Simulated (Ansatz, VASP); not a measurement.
## InSb in VASP and in Ansatz

Contents of INCAR:

```
PREC = Accurate
ENCUT = 520
EDIFF = 1E-7
ISMEAR = 0
SIGMA = 0.15
LREAL = F
LASPH = T
NELM = 100
ALGO = Fast
ISIF = 2
LWAVE = F
LCHARG = F
GGA = PS
NBANDS = 16
```

The input KPOINTS:

```
Automatic mesh
0
Gamma
  22 22 22
```

File POSCAR:

```
InSb
1.0
   -2.9027098465      2.9027098465      1.5849080914
    2.9027098465     -2.9027098465      1.5849080914
    2.9027098465      2.9027098465     -1.5849080914
In Sb
1 1
Direct
    0.2500000000      0.7500000000      0.5000000000
    0.0000000000      0.0000000000      0.0000000000
```

Input for Ansatz:

```yaml
crystal:
  lattice:
    - [-2.9027098465, 2.9027098465, 1.5849080914]
    - [2.9027098465, -2.9027098465, 1.5849080914]
    - [2.9027098465, 2.9027098465, -1.5849080914]
  atoms:
    - { symbol: In, position: [0.25, 0.75, 0.5] }
    - { symbol: Sb, position: [0.0, 0.0, 0.0] }
basis:
  ecutwfc: 420
kpoints:
  mp_grid: { grid: [22, 22, 22] }
hamiltonian:
  xc: pbesol
scf:
  occupations: { method: gaussian, width: 0.15 }
output:
  forces: true
  stress: true
  eigenvalues: true
  write_density: true
  write_potential: true
  elf: true
  volumetric_format: npy
```

Alike in both runs: task single point; functional PBEsol; k mesh 22 × 22 × 22; occupations gaussian, width 0.15 eV; no spin polarisation.

|  | VASP | Ansatz |
| --- | --- | --- |
| version | VASP 6.6.1 | Ansatz 0.2.0 |
| potentials or method | VASP PAW PBE potentials, release 64 (In_d, Sb), cutoff 520 eV | scalar-relativistic, plane waves, PAW |
| valence electrons in the cell | 18 | 28 |

VASP gave:

| Item | Value |
| --- | --- |
| gap on the k mesh at the Fermi level (eV) | none |
| pressure (GPa) | 0.1 |
| traceless stress, the component that is largest in VASP (GPa) | -0.23 |

**Question.** What did Ansatz give for the same quantities?

**Answer.** gap on the k mesh at the Fermi level (eV): none; pressure (GPa): 0.1; traceless stress, the component that is largest in VASP (GPa): -0.22.

VASP's potentials were made for PBE, not for PBEsol. A gap of «none» marks a metal or a gap that the smearing closes. With one functional, cell and mesh, what is left measures potentials, basis and numerics. VASP's potentials hold 18 valence electrons a cell and Ansatz's 28, so a difference there can come from the potentials and not from the codes.

Neither program's run includes spin-orbit coupling.
